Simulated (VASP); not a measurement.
# As (P6_3/mmc) in VASP: a series of runs

Runs on As. Level: r2SCAN. Tasks: single point.

Program: VASP 6.6.1. These are calculated values, not measurements. Logs are shortened: lines on timing, memory, paths and dates and some standing lists are left out, and cuts for length are marked.

### 1 The cell of the first run

The structure is hexagonal, space group P6_3/mmc (No. 194). The conventional cell has a = 2.958 Å, b = 2.958 Å, c = 10.068 Å, α = 90.00°, β = 90.00°, γ = 120.00°. Within 3.9 Å of As (site symmetry -3m) lie 12 As at 2.96 to 3.04 Å. Within 3.9 Å of As (site symmetry -6m2) lie 12 As at 2.96 to 3.04 Å.

This isn't the form of As at room conditions, which is rhombohedral.

### 2 Single point, r2SCAN (19.07 Å³/atom)

Contents of POSCAR:

```
As
1.0
    2.9581363329      0.0000000000      0.0000000000
   -1.4790681664      2.5618212122      0.0000000000
    0.0000000000      0.0000000000     10.0678831551
As
4
Direct
    0.0000000000      1.0000000000      0.0000000000
    0.0000000000      1.0000000000      0.5000000000
    0.3333333333      0.6666666667      0.2500000000
    0.6666666667      0.3333333333      0.7500000000
```

Contents of INCAR.step1:

```
ALGO = Normal ; EDIFF = 1E-4
ENCUT = 520 ; GGA = PE
ISMEAR = -1 ; LASPH = True
LCHARG = False ; LREAL = False
LWAVE = True ; NBANDS = 18
NELM = 80 ; PREC = Accurate
SIGMA = 0.1
```

Contents of INCAR.step2:

```
ALGO = Normal ; EDIFF = 1E-6
ENCUT = 520 ; ISIF = 2
ISMEAR = -1 ; ISTART = 1
LASPH = True ; LCHARG = False
LMIXTAU = True ; LREAL = False
LWAVE = False ; METAGGA = R2SCAN
NBANDS = 18 ; NELM = 80
PREC = Accurate ; SIGMA = 0.1
```

Contents of KPOINTS:

```
k-points
0
Gamma
  14 14 4
```

Potentials or basis: VASP PAW PBE potentials, release 64 (As).

On the command line:

```console
$ cat potpaw_PBE.64/As/POTCAR > POTCAR
$ cp INCAR.step1 INCAR
$ mpirun -np 1 vasp_std > vasp.out
$ cp INCAR.step2 INCAR
$ mpirun -np 1 vasp_std > vasp.out
```

OUTCAR:

```text
EDIFF = 1E-6
   ENCUT = 520
   ISIF = 2
   ISMEAR = -1
   ISTART = 1
   LASPH = True
   LREAL = False
   METAGGA = R2SCAN
   NELM = 80
   PREC = Accurate

 ion  position               nearest neighbor table
   1  0.000  0.000  0.000-
   2  0.000  0.000  0.500-
   3  0.333  0.667  0.250-
   4  0.667  0.333  0.750-

  LATTYP: Found a hexagonal cell.
 ALAT       =     2.9581363329
 C/A-ratio  =     3.4034547506

  Lattice vectors:

 A1 = (   2.9581363329,   0.0000000000,   0.0000000000)
 A2 = (  -1.4790681664,   2.5618212122,   0.0000000000)
 A3 = (   0.0000000000,   0.0000000000,  10.0678831551)

Analysis of symmetry for initial positions (statically):
=====================================================================
 Subroutine PRICEL returns:
 Original cell was already a primitive cell.

 Routine SETGRP: Setting up the symmetry group for a
 hexagonal supercell.

 Subroutine GETGRP returns: Found 24 space group operations
 (whereof 12 operations were pure point group operations)
 out of a pool of 24 trial point group operations.

The static configuration has the point symmetry D_3d.
 The point group associated with its full space group is D_6h.

Analysis of symmetry for dynamics (positions and initial velocities):
=====================================================================
 Subroutine PRICEL returns:
 Original cell was already a primitive cell.

 Routine SETGRP: Setting up the symmetry group for a
 hexagonal supercell.

 Subroutine GETGRP returns: Found 24 space group operations
 (whereof 12 operations were pure point group operations)
 out of a pool of 24 trial point group operations.

The dynamic configuration has the point symmetry D_3d.
 The point group associated with its full space group is D_6h.

 Subroutine INISYM returns: Found 24 space group operations
 (whereof 12 operations are pure point group operations),
 and found     1 'primitive' translations

----------------------------------------------------------------------------------------

                                     Primitive cell

  volume of cell :      76.2966

  direct lattice vectors                    reciprocal lattice vectors
     2.958136333  0.000000000  0.000000000     0.338050680  0.195173651  0.000000000
    -1.479068166  2.561821212  0.000000000     0.000000000  0.390347303  0.000000000
[... 87 lines left out ...]
   ENCUT  =  520.0 eV  38.22 Ry    6.18 a.u.   5.50  5.50 18.72*2*pi/ulx,y,z
   NELM   =     80;   NELMIN=  2; NELMDL=  0     # of ELM steps
   EDIFF  = 0.1E-05   stopping-criterion for ELM
   LREAL  =      F    real-space projection
   EDIFFG = 0.1E-04   stopping-criterion for IOM
   NSW    =      0    number of steps for IOM
   IBRION =     -1    ionic relax: 0-MD 1-quasi-New 2-CG
   NFREE  =      0    steps in history (QN), initial steepest desc. (CG)
   ISIF   =      2    stress and relaxation
   ISYM   =      2    0-nonsym 1-usesym 2-fastsym
   POTIM  = 0.5000    time-step for ionic-motion
   TEBEG  =    0.0;   TEEND  =   0.0 temperature during run
   PSTRESS=    0.0 pullay stress
   NELECT =      20.0000    total number of electrons
   NUPDOWN=      -1.0000    fix difference up-down
   EMIN   =  10.00;   EMAX   =-10.00  energy-range for DOS
   EFERMI =   0.00;   METHOD = LEGACY
   ISMEAR =    -1;   SIGMA  =   0.10  broadening in eV -4-tet -1-fermi 0-gaus
   EFERMI_NEDOS =   21; number of points for ismear=-14 and -15
   IALGO  =     38    algorithm
   IMIX   =      4    mixing-type and parameters
     AMIX     =   0.40;   BMIX     =  1.00
     AMIX_MAG =   1.60;   BMIX_MAG =  1.00
  volume/ion in A,a.u.               =      19.07       128.72
  Fermi-wavevector in a.u.,A,eV,Ry     =   1.047731  1.979924 14.935661  1.097740
  Thomas-Fermi vector in A             =   2.182623
   LORBIT       =      0    0 simple, 1 ext, 2 COOP (PROOUT), +10 PAW based schemes
   METAGGA = R2SCAN    functional components
   LHFCALC =     F    Hartree Fock is set to
   AEXX    =    0.0000 exact exchange contribution
   IVDW    =     0    specifies the selected vdW correction
   LEPSILON=     F    determine dielectric tensor
   LRPA    =     F    only Hartree local field effects (RPA)
 non-spin polarized calculation
  energy-cutoff  :      520.00
  volume of cell :       76.30
 maximum number of plane-waves:      2102
 NGX is ok and might be reduce to    24
   NGX = 11   NGY = 11   NGZ = 37

 number of electron      20.0000002 magnetization

 Free energy of the ion-electron system (eV)
  ---------------------------------------------------
  ext. energy  EPLUGINS =         0.00000000
  ---------------------------------------------------
  free energy    TOTEN  =       -56.03262226 eV

  energy without entropy =      -55.96955517  energy(sigma->0) =      -56.00108872

 E-fermi :   6.4409     XC(G=0): -11.3484

 val. band max:        6.4366117397   @ k =   0.4286   0.1429   0.5000
 cond. band min:       6.4467294173   @ k =   0.1429   0.1429   0.5000
 fundamental gap:      0.0101176776
 Fermi energy:         6.4408693299

 k-point     1 :       0.0000    0.0000    0.0000
  band No.  band energies     occupation
      1      -9.4964      2.00000
      2      -8.0910      2.00000
      3      -8.0714      2.00000
      4      -5.3005      2.00000
      5      -0.7519      2.00000
      6       4.8477      2.00000
[... 481 lines left out ...]
      5       0.9457      2.00000
      6       1.2521      2.00000
[... 10 lines left out ...]
     17      14.1434      0.00000
     18      14.3081      0.00000

 [... further k-points ...]

------------------------ aborting loop because EDIFF is reached ----------------------------------------

  FORCE on cell =-STRESS in cart. coord.  units (eV):
  Direction    XX          YY          ZZ          XY          YZ          ZX
  --------------------------------------------------------------------------------------
  -------------------------------------------------------------------------------------
  Total       -0.3394754     -0.3394754      0.2134984     -0.0000000     -0.0000000      0.0000000
  in kB       -7.1287562     -7.1287562      4.4833234     -0.0000000     -0.0000000      0.0000000
  external PRESSURE =      -3.2580630 kB  Pullay stress =       0.0000000 kB

 VOLUME and BASIS-vectors are now :
 -----------------------------------------------------------------------------
  energy-cutoff  :      520.00
  volume of cell :       76.30
      direct lattice vectors                 reciprocal lattice vectors
     2.958136333  0.000000000  0.000000000     0.338050680  0.195173651  0.000000000
    -1.479068166  2.561821212  0.000000000     0.000000000  0.390347303  0.000000000
     0.000000000  0.000000000 10.067883155     0.000000000  0.000000000  0.099325746

 POSITION                                       TOTAL-FORCE (eV/Angst)
 -----------------------------------------------------------------------------------
      0.00000      0.00000      0.00000        -0.000000      0.000000      0.000000
      0.00000      0.00000      5.03394        -0.000000      0.000000      0.000000
     -0.00000      1.70788      2.51697        -0.000000      0.000000     -0.000000
      1.47907      0.85394      7.55091         0.000000     -0.000000     -0.000000
 -----------------------------------------------------------------------------------
    total drift:                               -0.000000      0.000000      0.000000

  FREE ENERGIE OF THE ION-ELECTRON SYSTEM (eV)
  ---------------------------------------------------
  free  energy   TOTEN  =       -56.0326222576 eV

  energy  without entropy=      -55.9695551748  energy(sigma->0) =      -56.00108872
```

It took 1.7 min on 1 thread of Intel Xeon 6975P-C (Granite Rapids), shared host; peak memory 0.25 GiB.

Results:

| Property | Result |
| --- | --- |
| Free energy | -56.0326 eV |
| Pressure | -0.3 GPa |
| Band gap on the k mesh | zero (bands 10 and 11 overlap by 8.21 eV) |

Levels at points of the mesh, in eV from the Fermi level:
| k point | band 8 | band 9 | band 10 | band 11 | band 12 | band 13 |
| --- | --- | --- | --- | --- | --- | --- |
| (0.00, 0.00, 0.00) | 4.64 | 4.64 | 5.33 | 5.33 | 5.34 | 5.38 |
| (0.50, 0.00, 0.00) | -4.50 | -2.16 | -1.20 | 0.86 | 1.76 | 2.13 |
| (0.00, 0.00, 0.50) | 2.64 | 4.84 | 4.84 | 4.84 | 4.84 | 5.96 |
| (0.50, 0.00, 0.50) | -5.53 | -0.67 | -0.67 | 1.17 | 1.17 | 1.20 |

Caveat: the PAW data sets were made with another functional, which shifts forces and pressure a little.

### 3 Single point, r2SCAN (19.84 Å³/atom)

This run uses another cell than the first one, of 19.84 Å³/atom.

Contents of POSCAR:

```
As
1.0
    2.9970636435      0.0000000000      0.0000000000
   -1.4985318217      2.5955332520      0.0000000000
    0.0000000000      0.0000000000     10.2003704951
As
4
Direct
    0.0000000000      1.0000000000      0.0000000000
    0.0000000000      1.0000000000      0.5000000000
    0.3333333333      0.6666666667      0.2500000000
    0.6666666667      0.3333333333      0.7500000000
```

Contents of INCAR.step1:

```
PREC = Accurate
ENCUT = 520
ISMEAR = -1
SIGMA = 0.1
LREAL = False
LASPH = True
NELM = 100
NBANDS = 18
GGA = PE
ALGO = Normal
EDIFF = 1E-4
LWAVE = True
LCHARG = False
```

Contents of INCAR.step2:

```
PREC = Accurate
ENCUT = 520
EDIFF = 1E-7
ISMEAR = -1
SIGMA = 0.1
LREAL = False
LASPH = True
NELM = 100
ALGO = Normal
ISIF = 2
LWAVE = False
LCHARG = False
METAGGA = R2SCAN
LMIXTAU = True
NBANDS = 18
ISTART = 1
```

Contents of KPOINTS:

```
regular mesh
0
Gamma
  14 14 4
```

Potentials or basis: VASP PAW PBE potentials, release 64 (As).

On the command line:

```console
$ cat potpaw_PBE.64/As/POTCAR > POTCAR
$ cp INCAR.step1 INCAR
$ mpirun -np 1 vasp_std > vasp.out
$ cp INCAR.step2 INCAR
$ mpirun -np 1 vasp_std > vasp.out
```

Wall time 1.7 min (1 thread of Intel Xeon 6975P-C (Granite Rapids), shared host); peak memory 0.25 GiB.

Results (log left out):

| Item | Value |
| --- | --- |
| Free energy | -55.9970 eV |
| Pressure | -3.3 GPa |
| Band gap on the k mesh | zero (bands 10 and 11 overlap by 7.80 eV) |

Stress tensor (GPa, compression positive):
```
-3.76  0.00  0.00
 0.00 -3.76  0.00
 0.00  0.00 -2.47
```

Levels at points of the mesh, in eV from the Fermi level:
```
           k point  band 7  band 8  band 9  band 10  band 11  band 12  band 13  band 14
(0.00, 0.00, 0.00)   -1.54    4.41    4.41     5.07     5.07     5.07     5.12     5.12
(0.50, 0.00, 0.00)   -4.84   -4.36   -2.03    -1.11     0.84     1.66     2.04     2.06
(0.00, 0.00, 0.50)    2.51    2.51    4.60     4.60     4.60     4.60     5.66     5.66
(0.50, 0.00, 0.50)   -5.30   -5.30   -0.64    -0.64     1.15     1.15     1.16     1.16
```

Caveat: the cell stands under tension; the PAW data sets were made with another functional, which shifts forces and pressure a little.

(Continued in part 2 of 2.)
